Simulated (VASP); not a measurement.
# Ti (Im-3m) in VASP: further runs

The runs below take Ti through single point, with PBEsol-based global hybrid with 25 % exact exchange, PBE0.

All numbers are computed with VASP 6.6.1; they aren't measurements. Logs are shortened: lines on timing, memory, paths and dates and some standing lists are left out, and cuts for length are marked.

### 1 The cell of the first run

The structure is cubic, space group Im-3m (No. 229). Conventional cell: a = 3.282 Å, b = 3.282 Å, c = 3.282 Å, α = 90.00°, β = 90.00°, γ = 90.00°. Within 3.7 Å of Ti (site symmetry m-3m) lie 14 Ti at 2.84 to 3.28 Å.

This isn't the form of Ti at room conditions, which is hcp.

### 2 Single point, PBEsol-based global hybrid with 25 % exact exchange

POSCAR reads:

```
Ti
1.0
   -1.6410000000      1.6410000000      1.6410000000
    1.6410000000     -1.6410000000      1.6410000000
    1.6410000000      1.6410000000     -1.6410000000
Ti
1
Direct
    0.0000000000      0.0000000000      0.0000000000
```

INCAR.step1 reads:

```
PREC     = Accurate       # precision mode
ENCUT    = 520            # plane-wave cutoff, eV
EDIFF    = 1E-5           # SCF threshold, eV
ISMEAR   = -1             # smearing method
SIGMA    = 0.05           # smearing width, eV
LREAL    = F              # projectors in reciprocal space
LASPH    = T              # aspherical terms in the spheres
NELM     = 100            # most SCF steps
ALGO     = Normal         # electronic algorithm
ISIF     = 2              # what is computed and relaxed
LWAVE    = T              # write WAVECAR
LCHARG   = F              # write CHGCAR
NBANDS   = 12             # bands
GGA      = PE             # functional
```

INCAR.step2 reads:

```
PREC     = Accurate       # precision mode
ENCUT    = 520            # plane-wave cutoff, eV
EDIFF    = 1E-6           # SCF threshold, eV
ISMEAR   = -1             # smearing method
SIGMA    = 0.05           # smearing width, eV
LREAL    = F              # projectors in reciprocal space
LASPH    = T              # aspherical terms in the spheres
NELM     = 100            # most SCF steps
ALGO     = Normal         # electronic algorithm
ISIF     = 2              # what is computed and relaxed
LWAVE    = F              # write WAVECAR
LCHARG   = F              # write CHGCAR
GGA      = PS             # functional
LHFCALC  = T              # exact exchange
AEXX     = 0.25           # exact-exchange fraction
PRECFOCK = Normal       
NBANDS   = 12             # bands
ISTART   = 1
```

KPOINTS reads:

```
Automatic mesh
0
Gamma
  6 6 6
```

Potentials or basis: VASP PAW PBE potentials, release 64 (Ti_sv).

Started as:

```bash
$ cat potpaw_PBE.64/Ti_sv/POTCAR > POTCAR
$ cp INCAR.step1 INCAR
$ mpirun -np 1 vasp_std > vasp.out
$ cp INCAR.step2 INCAR
$ mpirun -np 1 vasp_std > vasp.out
```

OUTCAR:

```text
PREC = Accurate
   ENCUT = 520
   EDIFF = 1E-6
   ISMEAR = -1
   LREAL = F
   LASPH = T
   NELM = 100
   ISIF = 2
   GGA = PS
   LHFCALC = T
   AEXX = 0.25
   PRECFOCK = Normal
   ISTART = 1

 ion  position               nearest neighbor table
   1  0.000  0.000  0.000-

  LATTYP: Found a body centered cubic cell.
 ALAT       =     3.2820000000

  Lattice vectors:

 A1 = (  -1.6410000000,   1.6410000000,   1.6410000000)
 A2 = (   1.6410000000,  -1.6410000000,   1.6410000000)
 A3 = (   1.6410000000,   1.6410000000,  -1.6410000000)

Analysis of symmetry for initial positions (statically):
=====================================================================
 Subroutine PRICEL returns:
 Original cell was already a primitive cell.

 Routine SETGRP: Setting up the symmetry group for a
 body centered cubic supercell.

 Subroutine GETGRP returns: Found 48 space group operations
 (whereof 48 operations were pure point group operations)
 out of a pool of 48 trial point group operations.

The static configuration has the point symmetry O_h .

Analysis of symmetry for dynamics (positions and initial velocities):
=====================================================================
 Subroutine PRICEL returns:
 Original cell was already a primitive cell.

 Routine SETGRP: Setting up the symmetry group for a
 body centered cubic supercell.

 Subroutine GETGRP returns: Found 48 space group operations
 (whereof 48 operations were pure point group operations)
 out of a pool of 48 trial point group operations.

The dynamic configuration has the point symmetry O_h .

 Subroutine INISYM returns: Found 48 space group operations
 (whereof 48 operations are pure point group operations),
 and found     1 'primitive' translations

----------------------------------------------------------------------------------------

                                     Primitive cell

  volume of cell :      17.6761

  direct lattice vectors                    reciprocal lattice vectors
    -1.641000000  1.641000000  1.641000000     0.000000000  0.304692261  0.304692261
     1.641000000 -1.641000000  1.641000000     0.304692261  0.000000000  0.304692261
     1.641000000  1.641000000 -1.641000000     0.304692261  0.304692261  0.000000000

  length of vectors
[... 84 lines left out ...]
   EMIN   =  10.00;   EMAX   =-10.00  energy-range for DOS
   EFERMI =   0.00;   METHOD = LEGACY
   ISMEAR =    -1;   SIGMA  =   0.05  broadening in eV -4-tet -1-fermi 0-gaus
   EFERMI_NEDOS =   21; number of points for ismear=-14 and -15
   IALGO  =     38    algorithm
   IMIX   =      1    mixing-type and parameters
     AMIX     =   0.40;   BMIX     =  1.00
     AMIX_MAG =   1.60;   BMIX_MAG =  1.00
  volume/ion in A,a.u.               =      17.68       119.28
  Fermi-wavevector in a.u.,A,eV,Ry     =   1.438821  2.718977 28.166848  2.070205
  Thomas-Fermi vector in A             =   2.557745
   LORBIT       =      0    0 simple, 1 ext, 2 COOP (PROOUT), +10 PAW based schemes
   GGA     = PS    functional components
   LHFCALC =     T    Hartree Fock is set to
   PRECFOCK=normal    Normal, Fast or Accurate (Low or Medium for compatibility)
   ENCUT4O =  -1.0   cutoff for four orbital integrals eV
   NKREDX  =     1    reduce k-point grid by
   NKREDY  =     1    reduce k-point grid by
   NKREDZ  =     1    reduce k-point grid by
   AEXX    =    0.2500 exact exchange contribution
   HFSCREEN=    0.0000 screening length (either q_TF or 0.3 A-1)
   HFSCREENC=   0.0000 screening length for correlation (either q_TF or 0.3 A-1)
   ENCUTFOCK=  -1.0 apply spherical cutoff to Coloumb kernel
   IVDW    =     0    specifies the selected vdW correction
   LEPSILON=     F    determine dielectric tensor
   LRPA    =     F    only Hartree local field effects (RPA)
 non-spin polarized calculation
  energy-cutoff  :      520.00
  volume of cell :       17.68
 maximum number of plane-waves:       490
 NGX is ok and might be reduce to    24
  NGX = 16; NGY = 16; NGZ = 16

 number of electron      12.0000001 magnetization

 Free energy of the ion-electron system (eV)
  ---------------------------------------------------
  ext. energy  EPLUGINS =         0.00000000
  ---------------------------------------------------
  free energy    TOTEN  =       -10.56682517 eV

  energy without entropy =      -10.55158749  energy(sigma->0) =      -10.55920633

 E-fermi :   7.7599     XC(G=0):  -9.1206

 val. band max:        7.7473725083   @ k =   0.3333   0.1667   0.0000
 cond. band min:       8.3349819348   @ k =   0.3333   0.0000   0.0000
 fundamental gap:      0.5876094265
 Fermi energy:         7.7599429114

 k-point     1 :       0.0000    0.0000    0.0000
  band No.  band energies     occupation
      1     -54.0950      2.00000
      2     -28.3480      2.00000
      3     -28.3480      2.00000
      4     -28.3480      2.00000
      5       0.2136      2.00000
      6       9.7994      0.00000
      7       9.7994      0.00000
      8       9.7994      0.00000
      9      11.5663      0.00000
     10      11.5663      0.00000
     11      26.4447      0.00000
     12      26.4447      0.00000
[... 211 lines left out ...]
 k-point    16 :       0.5000    0.5000    0.5000
  band No.  band energies     occupation
      1     -53.8743      2.00000
      2     -28.8005      2.00000
      3     -28.8005      2.00000
      4     -28.8005      2.00000
      5       4.7240      2.00000
      6       4.7240      2.00000
      7      12.8697      0.00000
      8      12.8697      0.00000
      9      12.8697      0.00000
     10      16.9796      0.00000
     11      16.9796      0.00000
     12      16.9796      0.00000

------------------------ aborting loop because EDIFF is reached ----------------------------------------

  FORCE on cell =-STRESS in cart. coord.  units (eV):
  Direction    XX          YY          ZZ          XY          YZ          ZX
  --------------------------------------------------------------------------------------
  -------------------------------------------------------------------------------------
  Total       -0.6880624     -0.6880624     -0.6880624     -0.0000000      0.0000000     -0.0000000
  in kB      -62.3666878    -62.3666878    -62.3666878     -0.0000000      0.0000000     -0.0000000
  external PRESSURE =     -62.3666878 kB  Pullay stress =       0.0000000 kB

 VOLUME and BASIS-vectors are now :
 -----------------------------------------------------------------------------
  energy-cutoff  :      520.00
  volume of cell :       17.68
      direct lattice vectors                 reciprocal lattice vectors
    -1.641000000  1.641000000  1.641000000     0.000000000  0.304692261  0.304692261
     1.641000000 -1.641000000  1.641000000     0.304692261  0.000000000  0.304692261
     1.641000000  1.641000000 -1.641000000     0.304692261  0.304692261  0.000000000

 POSITION                                       TOTAL-FORCE (eV/Angst)
 -----------------------------------------------------------------------------------
      0.00000      0.00000      0.00000         0.000000      0.000000      0.000000
 -----------------------------------------------------------------------------------
    total drift:                                0.000000      0.000000      0.000000

  FREE ENERGIE OF THE ION-ELECTRON SYSTEM (eV)
  ---------------------------------------------------
  free  energy   TOTEN  =       -10.5668251716 eV

  energy  without entropy=      -10.5515874899  energy(sigma->0) =      -10.55920633
```

OUTCAR.step1:

```text
PREC = Accurate
   ENCUT = 520
   EDIFF = 1E-5
   ISMEAR = -1
   LREAL = F
[... 445 lines left out ...]

 POSITION                                       TOTAL-FORCE (eV/Angst)
 -----------------------------------------------------------------------------------
      0.00000      0.00000      0.00000         0.000000     -0.000000     -0.000000
 -----------------------------------------------------------------------------------
    total drift:                                0.000000      0.000000      0.000000

  FREE ENERGIE OF THE ION-ELECTRON SYSTEM (eV)
  ---------------------------------------------------
  free  energy   TOTEN  =        -7.7120647645 eV

  energy  without entropy=       -7.6886941881  energy(sigma->0) =       -7.70037948
```

OSZICAR.step1:

```text
N       E                     dE             d eps       ncg     rms          rms(c)
DAV:   1     0.897802149496E+02    0.89780E+02   -0.64890E+03   392   0.118E+03
DAV:   2    -0.412938580778E+01   -0.93910E+02   -0.91273E+02   396   0.310E+02
DAV:   3    -0.870479712085E+01   -0.45754E+01   -0.45105E+01   536   0.690E+01
DAV:   4    -0.880625418567E+01   -0.10146E+00   -0.10132E+00   444   0.850E+00
DAV:   5    -0.880739565777E+01   -0.11415E-02   -0.11414E-02   464   0.911E-01    0.815E+00
DAV:   6    -0.771078055668E+01    0.10966E+01   -0.24583E+00   404   0.224E+01    0.202E+00
DAV:   7    -0.770364392847E+01    0.71366E-02   -0.86216E-02   452   0.309E+00    0.123E+00
DAV:   8    -0.771192188277E+01   -0.82780E-02   -0.35368E-02   416   0.252E+00    0.194E-01
DAV:   9    -0.771210763494E+01   -0.18575E-03   -0.48795E-03   476   0.816E-01    0.858E-02
DAV:  10    -0.771208373656E+01    0.23898E-04   -0.36676E-04   440   0.235E-01    0.120E-02
DAV:  11    -0.771206423494E+01    0.19502E-04   -0.27102E-05   428   0.820E-02    0.682E-03
DAV:  12    -0.771206476445E+01   -0.52951E-06   -0.20964E-06   232   0.194E-02
   1 F= -.77120648E+01 E0= -.77003795E+01  d E =-.233706E-01
```

Run time: 3.2 min. Hardware: 1 thread of Intel Xeon 6975P-C (Granite Rapids), shared host; peak memory 0.14 GiB.

What came out:

```
Free energy            : -10.5668 eV
Pressure               : -6.2 GPa
Band gap on the k mesh : zero (bands 6 and 7 overlap by 3.25 eV)
```

Caveat: the k points lie up to 0.45 Å⁻¹ apart, too coarse for converged energies and pressures of a metal; the PAW data sets were made with another functional, which shifts forces and pressure a little.

### 3 Single point, PBE0

This run uses another cell than the first one, of 18.03 Å³/atom.

POSCAR reads:

```
Ti
1.0
   -1.6518678664      1.6518678664      1.6518678664
    1.6518678664     -1.6518678664      1.6518678664
    1.6518678664      1.6518678664     -1.6518678664
Ti
1
Direct
    0.0000000000      0.0000000000      0.0000000000
```

INCAR.step1 reads:

```
SYSTEM = Ti
PREC = Accurate
ENCUT = 520
EDIFF = 1E-5
ISMEAR = -1
SIGMA = 0.05
LREAL = .FALSE.
LASPH = .TRUE.
NELM = 80
ALGO = Normal
ISIF = 2
LWAVE = .TRUE.
NBANDS = 12
GGA = PE
```

INCAR.step2 reads:

```
SYSTEM = Ti
PREC = Accurate
ENCUT = 520
EDIFF = 1E-7
ISMEAR = -1
SIGMA = 0.05
LREAL = .FALSE.
LASPH = .TRUE.
NELM = 80
ALGO = Normal
ISIF = 2
LWAVE = .FALSE.
LCHARG = .TRUE.
GGA = PE
LHFCALC = .TRUE.
AEXX = 0.25
PRECFOCK = Normal
LELF = .TRUE.
LVHAR = .TRUE.
NBANDS = 12
ISTART = 1
```

KPOINTS reads:

```
regular mesh
0
G
  8 8 8
  0 0 0
```

Potentials or basis: VASP PAW PBE potentials, release 64 (Ti_sv).

Started as:

```bash
$ cat potpaw_PBE.64/Ti_sv/POTCAR > POTCAR
$ cp INCAR.step1 INCAR
$ mpirun -np 1 vasp_std > vasp.out
$ cp INCAR.step2 INCAR
$ mpirun -np 1 vasp_std > vasp.out
```

Run time: 73 min. Hardware: 1 thread of Intel Xeon 8259CL, shared host; peak memory 0.16 GiB.

The run converged. Its results:

```
Free energy            : -10.2137 eV
Pressure               : -6.3 GPa
Band gap on the k mesh : zero (bands 6 and 7 overlap by 3.28 eV)
```

Levels at points of the mesh, in eV from the Fermi level:
```tsv
k point	band 4	band 5	band 6	band 7	band 8	band 9
(0.00, 0.00, 0.00)	-36.31	-7.61	1.93	1.93	1.93	3.72
(0.50, 0.00, 0.00)	-36.32	-3.36	-0.60	0.94	3.67	3.95
(0.50, 0.50, 0.50)	-36.74	-3.01	-3.01	4.93	4.93	4.93
```

Caveat: the cell stands under tension; the PAW data sets were made with another functional, which shifts forces and pressure a little.

The gap in the log of VASP goes by the Fermi energy; the results here count the filled bands.